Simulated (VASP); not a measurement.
Y: single point with PBE

The system is Y.

```xyz
2
Lattice="3.6563 0.0000 0.0000 -1.8281 3.1664 0.0000 0.0000 0.0000 5.6750" Properties=species:S:1:pos:R:3 pbc="T T T"
Y     0.0000    2.1110    1.4187
Y     1.8281    1.0555    4.2562
```

```json
{
 "Program": "VASP 6.6.1",
 "Task": "single point",
 "Functional": "PBE",
 "Potentials or basis": "VASP PAW PBE potentials, release 64 (Y_sv)",
 "Cutoff": "520 eV",
 "k mesh": "12 × 12 × 8",
 "Occupations": "gaussian, width 0.1 eV",
 "Spin": "no spin polarisation",
 "Dipole correction": "no",
 "Further INCAR settings": "ALGO = Fast; EDIFF = 1e-06; NBANDS = 18"
}
```

```
Pressure               : -0.1 GPa
Band gap on the k mesh : zero (band 11 reaches 3.99 eV, above the bottom of band 12 at 2.54 eV)
```

Levels at points of the mesh, in eV from the Fermi level:
```
           k point  band 8  band 9  band 10  band 11  band 12  band 13  band 14  band 15
(0.00, 0.00, 0.00)  -22.36   -4.68    -1.84     0.96     1.73     1.73     2.13     2.36
(0.50, 0.00, 0.00)  -22.45   -1.68    -1.18    -0.80    -0.13     1.43     1.44     2.11
(0.00, 0.00, 0.50)  -22.45   -3.23    -3.23     0.99     0.99     1.64     1.64     1.64
(0.50, 0.00, 0.50)  -22.51   -1.64    -1.64     0.09     0.09     1.38     1.38     2.74
```

Wall time 67 s on 1 thread of Intel(R) Xeon(R) 6975P-C (Granite Rapids), on a shared host, peak memory 0.26 GiB.
